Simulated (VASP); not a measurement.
# LiF in VASP: single point with PBE+D3(BJ)

Aim: the single point of LiF with PBE+D3(BJ).

Program: VASP 6.6.1. These are calculated values, not measurements. Logs are shortened: lines on timing, memory, paths and dates and some standing lists are left out, and cuts for length are marked.

### 1 The cell of the first run

The cell holds a slab with vacuum, 32 atoms: a = 5.657 Å, b = 5.657 Å, c = 24.198 Å, α = 90.00°, β = 90.00°, γ = 90.00°.

### 2 Single point, PBE+D3(BJ)

INCAR reads:

```
  ALGO = Normal
  DIPOL = 0.5 0.5 0.455
  EDIFF = 1E-7
  ENCUT = 520
  GGA = PE
  IDIPOL = 3
  ISIF = 2
  ISMEAR = 0
  IVDW = 12
  LASPH = True
  LCHARG = True
  LDIPOL = True
  LELF = True
  LREAL = Auto
  LVACPOTAV = True
  LVHAR = True
  LWAVE = False
  NBANDS = 102
  NELM = 100
  PREC = Accurate
  SIGMA = 0.05
```

KPOINTS reads:

```
k-points
0
Gamma
  3 3 1
```

POSCAR reads:

```
LiF
1.0
    5.6574267976      0.0000000000      0.0000000000
    0.0000000000      5.6574267976      0.0000000000
    0.0000000000      0.0000000000     24.1982072790
Li F
16 16
Direct
    0.2500000000      0.2500000000      0.3306030032
    0.2500000000      0.7500000000      0.3306030032
    0.7500000000      0.2500000000      0.3306030032
    0.7500000000      0.7500000000      0.3306030032
    0.5000000000      0.5000000000      0.4132621194
    0.5000000000      0.0000000000      0.4132621194
    0.0000000000      0.5000000000      0.4132621194
    0.0000000000      0.0000000000      0.4132621194
    0.7497929026      0.7501714216      0.4969462400
    0.7496580219      0.2495607597      0.4964463315
    0.2505398998      0.7503846972      0.4956609989
    0.2502890195      0.2497229444      0.4969558209
   -0.0024112951      0.0020076611      0.5783452158
   -0.0028562296      0.4969359732      0.5782239874
    0.5029263145      0.0027678606      0.5796261034
    0.5022216974      0.4974664597      0.5783627800
    0.5000000000      0.5000000000      0.3306030032
    0.5000000000      0.0000000000      0.3306030032
    0.0000000000      0.5000000000      0.3306030032
    0.0000000000      0.0000000000      0.3306030032
    0.7500000000      0.7500000000      0.4132621194
    0.7500000000      0.2500000000      0.4132621194
    0.2500000000      0.7500000000      0.4132621194
    0.2500000000      0.2500000000      0.4132621194
    0.0003724972     -0.0003733229      0.4963070936
    0.0003428548      0.5002306373      0.4962465972
    0.4996805853     -0.0003798999      0.4964508620
    0.4997199834      0.5002311982      0.4962984821
    0.2493918961      0.2504610821      0.5802579715
    0.2478008347      0.7478417813      0.5810163292
    0.7500008074      0.2498156546      0.5807503913
    0.7506728008      0.7491910246      0.5801871586
```

Potentials or basis: VASP PAW PBE potentials, release 64 (Li_sv, F).

The run is started by

```sh
cat potpaw_PBE.64/Li_sv/POTCAR potpaw_PBE.64/F/POTCAR > POTCAR
mpirun -np 1 vasp_std > vasp.out
```

OUTCAR:

```text
EDIFF = 1E-7
   ENCUT = 520
   GGA = PE
   ISIF = 2
   ISMEAR = 0
   IVDW = 12
   LASPH = True
   LREAL = Auto
   NELM = 100
   PREC = Accurate
 IVDW          = 12

 ion  position               nearest neighbor table
   1  0.250  0.250  0.331-  17 2.00  18 2.00  19 2.00  20 2.00  24 2.00
   2  0.250  0.750  0.331-  17 2.00  18 2.00  19 2.00  20 2.00  23 2.00
   3  0.750  0.250  0.331-  17 2.00  18 2.00  19 2.00  20 2.00  22 2.00
   4  0.750  0.750  0.331-  17 2.00  18 2.00  19 2.00  20 2.00  21 2.00
   5  0.500  0.500  0.413-  21 2.00  22 2.00  23 2.00  24 2.00  17 2.00  28 2.01
   6  0.500  0.000  0.413-  21 2.00  22 2.00  23 2.00  24 2.00  18 2.00  27 2.01
   7  0.000  0.500  0.413-  21 2.00  22 2.00  23 2.00  24 2.00  19 2.00  26 2.01
   8  0.000  0.000  0.413-  21 2.00  22 2.00  23 2.00  24 2.00  20 2.00  25 2.01
   9  0.750  0.750  0.497-  27 2.00  28 2.00  25 2.00  26 2.00  32 2.01  21 2.03
  10  0.750  0.250  0.496-  27 2.00  28 2.00  25 2.00  26 2.01  22 2.01  31 2.04
  11  0.251  0.750  0.496-  27 1.99  23 1.99  28 2.00  25 2.00  26 2.00  30 2.07
  12  0.250  0.250  0.497-  27 2.00  28 2.00  25 2.00  26 2.00  29 2.02  24 2.03
  13  0.998  0.002  0.578-  31 1.98  25 1.99  32 2.00  29 2.00  30 2.02
  14  0.997  0.497  0.578-  31 1.98  26 1.98  32 2.00  29 2.00  30 2.01
  15  0.503  0.003  0.580-  31 1.98  29 2.01  32 2.01  27 2.01  30 2.04
  16  0.502  0.497  0.578-  31 1.98  28 1.99  29 2.00  32 2.00  30 2.02
  17  0.500  0.500  0.331-   1 2.00   2 2.00   3 2.00   4 2.00   5 2.00
  18  0.500  0.000  0.331-   1 2.00   2 2.00   3 2.00   4 2.00   6 2.00
  19  0.000  0.500  0.331-   1 2.00   2 2.00   3 2.00   4 2.00   7 2.00
  20  0.000  0.000  0.331-   1 2.00   2 2.00   3 2.00   4 2.00   8 2.00
  21  0.750  0.750  0.413-   5 2.00   6 2.00   7 2.00   8 2.00   4 2.00   9 2.03
  22  0.750  0.250  0.413-   5 2.00   6 2.00   7 2.00   8 2.00   3 2.00  10 2.01
  23  0.250  0.750  0.413-  11 1.99   6 2.00   7 2.00   8 2.00   5 2.00   2 2.00
  24  0.250  0.250  0.413-   5 2.00   6 2.00   7 2.00   8 2.00   1 2.00  12 2.03
  25  0.000  1.000  0.496-  13 1.99  11 2.00  12 2.00   9 2.00  10 2.00   8 2.01
  26  0.000  0.500  0.496-  14 1.98  11 2.00  12 2.00   9 2.00  10 2.01   7 2.01
  27  0.500  1.000  0.496-  11 1.99  12 2.00   9 2.00  10 2.00  15 2.01   6 2.01
  28  0.500  0.500  0.496-  16 1.99  11 2.00  12 2.00   9 2.00  10 2.00   5 2.01
  29  0.249  0.250  0.580-  14 2.00  16 2.00  13 2.00  15 2.01  12 2.02
  30  0.248  0.748  0.581-  14 2.01  13 2.02  16 2.02  15 2.04  11 2.07
  31  0.750  0.250  0.581-  15 1.98  14 1.98  13 1.98  16 1.98  10 2.04
  32  0.751  0.749  0.580-  14 2.00  13 2.00  16 2.00  15 2.01   9 2.01

  LATTYP: Found a simple tetragonal cell.
 ALAT       =     5.6574267976
 C/A-ratio  =     4.2772462013

  Lattice vectors:

 A1 = (   5.6574267976,   0.0000000000,   0.0000000000)
 A2 = (   0.0000000000,   5.6574267976,   0.0000000000)
 A3 = (   0.0000000000,   0.0000000000,  24.1982072790)

Analysis of symmetry for initial positions (statically):
=====================================================================
 Subroutine PRICEL returns:
 Original cell was already a primitive cell.

 Routine SETGRP: Setting up the symmetry group for a
 simple tetragonal supercell.

 Subroutine GETGRP returns: Found  1 space group operations
 (whereof  1 operations were pure point group operations)
 out of a pool of 16 trial point group operations.

The static configuration has the point symmetry C_1 .

Analysis of symmetry for dynamics (positions and initial velocities):
=====================================================================
 Subroutine PRICEL returns:
 Original cell was already a primitive cell.

 Routine SETGRP: Setting up the symmetry group for a
 simple tetragonal supercell.

 Subroutine GETGRP returns: Found  1 space group operations
 (whereof  1 operations were pure point group operations)
 out of a pool of 16 trial point group operations.

The dynamic configuration has the point symmetry C_1 .

 Subroutine INISYM returns: Found  1 space group operations
 (whereof  1 operations are pure point group operations),
 and found     1 'primitive' translations

----------------------------------------------------------------------------------------

                                     Primitive cell

  volume of cell :     774.4994

  direct lattice vectors                    reciprocal lattice vectors
     5.657426798  0.000000000  0.000000000     0.176758805  0.000000000  0.000000000
     0.000000000  5.657426798  0.000000000     0.000000000  0.176758805  0.000000000
     0.000000000  0.000000000 24.198207279     0.000000000  0.000000000  0.041325375

  length of vectors
     5.657426798  5.657426798 24.198207279     0.176758805  0.176758805  0.041325375

  position of ions in fractional coordinates (direct lattice)
     0.250000000  0.250000000  0.330603003
     0.250000000  0.750000000  0.330603003
     0.750000000  0.250000000  0.330603003
     0.750000000  0.750000000  0.330603003
     0.500000000  0.500000000  0.413262119
     0.500000000  0.000000000  0.413262119
[... 24 lines left out ...]
     0.750000807  0.249815655  0.580750391
     0.750672801  0.749191025  0.580187159

  ion indices of the primitive-cell ions
   primitive index   ion index
                 1           1
                 2           2
                 3           3
                 4           4
                 5           5
                 6           6
[... 24 lines left out ...]
                31          31
                32          32

----------------------------------------------------------------------------------------

 KPOINTS: k-points

Automatic generation of k-mesh.
 Grid dimensions read from file:
 generate k-points for:    3    3    1

 Generating k-lattice:

  Cartesian coordinates                     Fractional coordinates (reciprocal lattice)
     0.058919602  0.000000000  0.000000000     0.333333333  0.000000000  0.000000000
     0.000000000  0.058919602  0.000000000     0.000000000  0.333333333  0.000000000
     0.000000000  0.000000000  0.041325375     0.000000000  0.000000000  1.000000000

  Length of vectors
     0.058919602  0.058919602  0.041325375

  Shift w.r.t. Gamma in fractional coordinates (k-lattice)
     0.000000000  0.000000000  0.000000000

 Subroutine IBZKPT returns following result:
 ===========================================

 Found      5 irreducible k-points:

 Following reciprocal coordinates:
            Coordinates               Weight
  0.000000  0.000000  0.000000      1.000000
  0.333333  0.000000  0.000000      2.000000
  0.000000  0.333333  0.000000      2.000000
  0.333333  0.333333  0.000000      2.000000
 -0.333333  0.333333  0.000000      2.000000
   k-points           NKPTS =      5   k-points in BZ     NKDIM =      5   number of bands    NBANDS=    102
   number of dos      NEDOS =    301   number of ions     NIONS =     32
   total plane-waves  NPLWV = 317520
   dimension x,y,z NGX =    42 NGY =   42 NGZ =  180
   dimension x,y,z NGXF=    84 NGYF=   84 NGZF=  360
   ions per type =              16  16
   NGX,Y,Z   is equivalent  to a cutoff of  12.34, 12.34, 12.37 a.u.
   NGXF,Y,Z  is equivalent  to a cutoff of  24.68, 24.68, 24.73 a.u.
 SYSTEM =  unknown system
   PREC   = accura    normal or accurate (medium, high low for compatibility)
   ISTART =      0    job   : 0-new  1-cont  2-samecut
   ICHARG =      2    charge: 1-file 2-atom 10-const
   ISPIN  =      1    spin polarized calculation?
   LNONCOLLINEAR =      F non collinear calculations
   LSORBIT =      F    spin-orbit coupling
   LASPH  =      T    aspherical Exc in radial PAW
   ENCUT  =  520.0 eV  38.22 Ry    6.18 a.u.  10.52 10.52 44.99*2*pi/ulx,y,z
   NELM   =    100;   NELMIN=  2; NELMDL= -5     # of ELM steps
   EDIFF  = 0.1E-06   stopping-criterion for ELM
   LREAL  =      T    real-space projection
   EDIFFG = 0.1E-05   stopping-criterion for IOM
   NSW    =      0    number of steps for IOM
   IBRION =     -1    ionic relax: 0-MD 1-quasi-New 2-CG
   NFREE  =      0    steps in history (QN), initial steepest desc. (CG)
   ISIF   =      2    stress and relaxation
   ISYM   =      2    0-nonsym 1-usesym 2-fastsym
   POTIM  = 0.5000    time-step for ionic-motion
   TEBEG  =    0.0;   TEEND  =   0.0 temperature during run
   PSTRESS=    0.0 pullay stress
   NELECT =     160.0000    total number of electrons
   NUPDOWN=      -1.0000    fix difference up-down
   EMIN   =  10.00;   EMAX   =-10.00  energy-range for DOS
   EFERMI =   0.00;   METHOD = LEGACY
   ISMEAR =     0;   SIGMA  =   0.05  broadening in eV -4-tet -1-fermi 0-gaus
   EFERMI_NEDOS =   21; number of points for ismear=-14 and -15
   IALGO  =     38    algorithm
   IMIX   =      4    mixing-type and parameters
     AMIX     =   0.40;   BMIX     =  1.00
     AMIX_MAG =   1.60;   BMIX_MAG =  1.00
  volume/ion in A,a.u.               =      24.20       163.33
  Fermi-wavevector in a.u.,A,eV,Ry     =   0.967775  1.828830 12.743063  0.936589
  Thomas-Fermi vector in A             =   2.097689
   LORBIT       =      0    0 simple, 1 ext, 2 COOP (PROOUT), +10 PAW based schemes
   GGA     = PE    functional components
   LHFCALC =     F    Hartree Fock is set to
   AEXX    =    0.0000 exact exchange contribution
   IVDW    =    12    specifies the selected vdW correction
   LEPSILON=     F    determine dielectric tensor
   LRPA    =     F    only Hartree local field effects (RPA)
 non-spin polarized calculation
 Gauss-broadening in eV      SIGMA  =   0.05
  energy-cutoff  :      520.00
  volume of cell :      774.50
 maximum number of plane-waves:     20881
 NGX is ok and might be reduce to    42
   NGX = 21   NGY = 21   NGZ = 89

 dipolmoment           0.000000      0.000000     -0.000026 electrons x Angstroem

 number of electron     159.9999763 magnetization

 dipolmoment           0.000000      0.000000      0.081625 electrons x Angstroem

 Free energy of the ion-electron system (eV)
  ---------------------------------------------------
  ext. energy  EPLUGINS =         0.00000000
  ---------------------------------------------------
  free energy    TOTEN  =      -153.04930392 eV

  energy without entropy =     -153.04930392  energy(sigma->0) =     -153.04930392

 E-fermi :  -4.7522     XC(G=0):  -3.8320

 val. band max:       -5.1118437381   @ k =   0.0000   0.0000   0.0000
 cond. band min:       1.1937163290   @ k =   0.0000   0.0000   0.0000
 fundamental gap:      6.3055600670
 Fermi energy:        -4.7522335177

 k-point     1 :       0.0000    0.0000    0.0000
  band No.  band energies     occupation
      1     -46.5061      2.00000
      2     -46.4852      2.00000
      3     -46.4815      2.00000
      4     -46.4663      2.00000
      5     -46.3359      2.00000
      6     -46.2707      2.00000
[... 84 lines left out ...]
     91       5.2593      0.00000
     92       5.4486      0.00000

 k-point     2 :       0.3333    0.0000    0.0000
  band No.  band energies     occupation
      1     -46.5005      2.00000
      2     -46.4894      2.00000
      3     -46.4789      2.00000
      4     -46.4705      2.00000
      5     -46.3346      2.00000
      6     -46.2690      2.00000
[... 369 lines left out ...]
     91       4.9195      0.00000
     92       5.0587      0.00000
 [bands above 92 left out]

------------------------ aborting loop because EDIFF is reached ----------------------------------------

 Edisp (eV)   -4.32926

 E8    (eV) :    -1.6472

  FORCE on cell =-STRESS in cart. coord.  units (eV):
  Direction    XX          YY          ZZ          XY          YZ          ZX
  --------------------------------------------------------------------------------------
  -------------------------------------------------------------------------------------
  Total      -5.55428    -5.55405    -0.30730     0.00852     0.03666     0.02517
  in kB     -11.48993   -11.48946    -0.63570     0.01763     0.07584     0.05206
  external pressure =       -7.87 kB  Pullay stress =        0.00 kB

 VOLUME and BASIS-vectors are now :
 -----------------------------------------------------------------------------
  energy-cutoff  :      520.00
  volume of cell :      774.50
      direct lattice vectors                 reciprocal lattice vectors
     5.657426798  0.000000000  0.000000000     0.176758805  0.000000000  0.000000000
     0.000000000  5.657426798  0.000000000     0.000000000  0.176758805  0.000000000
     0.000000000  0.000000000 24.198207279     0.000000000  0.000000000  0.041325375

 POSITION                                       TOTAL-FORCE (eV/Angst)
 -----------------------------------------------------------------------------------
      1.41436      1.41436      8.00000         0.000044      0.000096      0.321635
      1.41436      4.24307      8.00000         0.000065     -0.000020      0.315762
      4.24307      1.41436      8.00000         0.000177      0.000096      0.319506
      4.24307      4.24307      8.00000         0.000174     -0.000034      0.321508
      2.82871      2.82871     10.00020         0.005506     -0.005815      0.032205
      2.82871      0.00000     10.00020         0.005436      0.005502      0.032423
[... 24 lines left out ...]
      4.24307      1.41331     14.05312        -0.015373     -0.014241      0.115263
      4.24688      4.23849     14.03949        -0.054826      0.024558      0.142634
 -----------------------------------------------------------------------------------
    total drift:                               -0.003448     -0.000997     -0.032681

  FREE ENERGIE OF THE ION-ELECTRON SYSTEM (eV)
  ---------------------------------------------------
  free  energy   TOTEN  =      -157.3785655265 eV

  energy  without entropy=     -157.3785655265  energy(sigma->0) =     -157.37856553

 vacuum level on the upper side and lower side of the slab         2.401         1.939
```

Run time: 16 min. Hardware: 1 thread of Intel Xeon Platinum 8375C at 2.90GHz (Ice Lake), shared host; peak memory 0.74 GiB.

Results:

```
Free energy                : -157.3786 eV
Largest force              : 0.381 eV/Å
Band gap on the k mesh     : 6.31 eV
Dispersion energy per atom : -0.135 eV
```

Forces in eV/Å, atoms in the order of the input:
```
Li   0.000  0.000  0.322
Li   0.000  0.000  0.316
Li   0.000  0.000  0.320
Li   0.000  0.000  0.322
Li   0.006 -0.006  0.032
Li   0.005  0.006  0.032
Li  -0.005 -0.006  0.038
Li  -0.005  0.005  0.033
Li   0.006 -0.004 -0.025
Li   0.005  0.004 -0.047
Li  -0.012 -0.010  0.123
Li  -0.005  0.005 -0.025
Li   0.107 -0.111 -0.104
Li   0.111  0.112 -0.092
Li  -0.118 -0.115 -0.184
Li  -0.111  0.107 -0.105
F   -0.001  0.001 -0.381
F   -0.001 -0.001 -0.381
F    0.001  0.001 -0.381
F    0.001 -0.001 -0.381
F   -0.003  0.003  0.019
F   -0.003 -0.004  0.023
F    0.004  0.003  0.002
F    0.004 -0.003  0.019
F   -0.031  0.032  0.001
F   -0.037 -0.038 -0.006
F    0.029  0.028  0.013
F    0.031 -0.030  0.004
F    0.026 -0.049  0.140
F    0.066  0.060  0.096
F   -0.015 -0.014  0.115
F   -0.055  0.025  0.143
```

Levels at points of the mesh, in eV from the valence-band top:
| k point | band 78 | band 79 | band 80 | band 81 | band 82 | band 83 |
| --- | --- | --- | --- | --- | --- | --- |
| (0.00, 0.00, 0.00) | -0.19 | 0.00 | 0.00 | 6.31 | 6.75 | 7.46 |

Caveat: the cutoff is under 1.25 times the usual one of these potentials, so pressure, stress and relaxed cells hold a basis-set (Pulay) error.
